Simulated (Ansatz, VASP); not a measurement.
One calculation of C, two programs

INCAR

```
PREC     = Accurate       # precision mode
ENCUT    = 520            # plane-wave cutoff, eV
EDIFF    = 1E-7           # SCF threshold, eV
ISMEAR   = 0              # smearing method
SIGMA    = 0.05           # smearing width, eV
LREAL    = F              # projectors in reciprocal space
LASPH    = T              # aspherical terms in the spheres
NELM     = 80             # most SCF steps
ALGO     = Normal         # electronic algorithm
ISIF     = 2              # what is computed and relaxed
LWAVE    = F              # write WAVECAR
LCHARG   = T              # write CHGCAR
GGA      = PS             # functional
LELF     = T              # ELF
LVHAR    = T            
NBANDS   = 11             # bands
```

The input KPOINTS:

```
regular mesh
0
Gamma
  15 15 15
```

POSCAR

```
C
1.0
    1.2587270051      0.7267263753      3.4306861104
   -1.2587270051      0.7267263753      3.4306861104
    0.0000000000     -1.4534527505      3.4306861104
C
2
Direct
    0.1640000000      0.1640000000      0.1640000000
    0.8360000000      0.8360000000      0.8360000000
```

Input for Ansatz:

```yaml
crystal:
  lattice:
    - [1.2587270051, 0.7267263753, 3.4306861104]
    - [-1.2587270051, 0.7267263753, 3.4306861104]
    - [0.0, -1.4534527505, 3.4306861104]
  atoms:
    - { symbol: C, position: [0.164, 0.164, 0.164] }
    - { symbol: C, position: [0.836, 0.836, 0.836] }
basis:
  ecutwfc: 420
kpoints:
  mp_grid: { grid: [15, 15, 15] }
hamiltonian:
  xc: pbesol
scf:
  occupations: { method: gaussian, width: 0.05 }
output:
  forces: true
  stress: true
  eigenvalues: true
```

Change from the starting cell: strain +0.025 along x and y, +0.025 along z, atoms carried along.

Alike in both runs: task single point; functional PBEsol; k mesh 15 × 15 × 15; occupations gaussian, width 0.05 eV; no spin polarisation.

```csv
,VASP,Ansatz
version,VASP 6.6.1,Ansatz 0.2.0
potentials or method,"VASP PAW PBE potentials, release 64 (C), cutoff 520 eV","scalar-relativistic, plane waves, PAW"
valence electrons in the cell,8,8
```

|  | VASP | Ansatz | Ansatz less VASP |
| --- | --- | --- | --- |
| gap on the k mesh at the Fermi level (eV) | 0.69 | 0.68 | -0.001 |
| least direct gap on the mesh (eV) | 0.69 | 0.68 | -0.001 |
| pressure (GPa) | -16.8 | -17.4 | -0.58 |
| traceless stress, the component that is largest in VASP (GPa) | 17.00 | 17.64 | +0.643 |
| rms of the force components (eV/Å) | 0.515 | 0.517 | +0.0022 |

VASP's potentials were made for PBE, not for PBEsol. Atom by atom the forces differ by 0.002 eV/Å (rms over components).
